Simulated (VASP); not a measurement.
Set up this calculation in VASP 6.6.1, as the native input.

```
Task                   : single point
Functional             : r2SCAN
Potentials or basis    : VASP PAW PBE potentials, release 64 (Fe)
Cutoff                 : 660 eV
k mesh                 : 7 × 7 × 4
Occupations            : fermi-dirac, width 0.1 eV
Spin                   : collinear spin, ferromagnetic start
Starting moments       : [2.896, 2.896] μB
Dipole correction      : no
Further INCAR settings : ALGO = Normal; EDIFF = 1e-06; NBANDS = 19
```

Fe:

```
Fe
1.0
     2.53931    0.00000    0.00000
    -1.26965    2.19911    0.00000
     0.00000    0.00000    4.38147
Fe
2
Direct
  0.33333 0.66667 0.25000
  0.66667 0.33333 0.75000
```

One way to write it, as run:

POSCAR

```
Fe
1.0
    2.5393088645      0.0000000000      0.0000000000
   -1.2696544323      2.1991059847      0.0000000000
    0.0000000000      0.0000000000      4.3814745895
Fe
2
Direct
    0.3333333333      0.6666666667      0.2500000000
    0.6666666667      0.3333333333      0.7500000000
```

INCAR.step1

```
PREC = Accurate ; ENCUT = 660
ISMEAR = -1 ; SIGMA = 0.1
LREAL = F ; LASPH = T
NELM = 200 ; ISPIN = 2
MAGMOM = 2.896 2.896 ; LMAXMIX = 4
NBANDS = 19 ; GGA = PE
ALGO = Normal ; EDIFF = 1E-5
LWAVE = T ; LCHARG = F
GGA_COMPAT = F
```

INCAR.step2

```
PREC = Accurate ; ENCUT = 660
EDIFF = 1E-6 ; ISMEAR = -1
SIGMA = 0.1 ; LREAL = F
LASPH = T ; NELM = 200
ALGO = Normal ; ISIF = 2
LWAVE = F ; LCHARG = F
ISPIN = 2 ; MAGMOM = 2.896 2.896
LORBIT = 11 ; LMAXMIX = 4
METAGGA = R2SCAN ; LMIXTAU = T
NBANDS = 19 ; ISTART = 1
GGA_COMPAT = F
```

KPOINTS

```
regular mesh
0
Gamma
  7 7 4
```

Potentials or basis: VASP PAW PBE potentials, release 64 (Fe).

Run with:

```sh
$ cat potpaw_PBE.64/Fe/POTCAR > POTCAR
$ cp INCAR.step1 INCAR
$ mpirun -np 1 vasp_std > vasp.out
$ cp INCAR.step2 INCAR
$ mpirun -np 1 vasp_std > vasp.out
```

Results of the run:

The pressure is 0.3 GPa and the net moment is 5.67 μB per cell. The site moments are Fe +2.87 μB and the valence electrons inside the program's atomic spheres are Fe 7.14.

Caveat: the k points lie up to 0.41 Å⁻¹ apart; the PAW data sets were made with another functional, which shifts forces and pressure a little.

It took 65 s on 1 thread of Intel Xeon 6975P-C (shared host), peak memory 0.2 GiB.
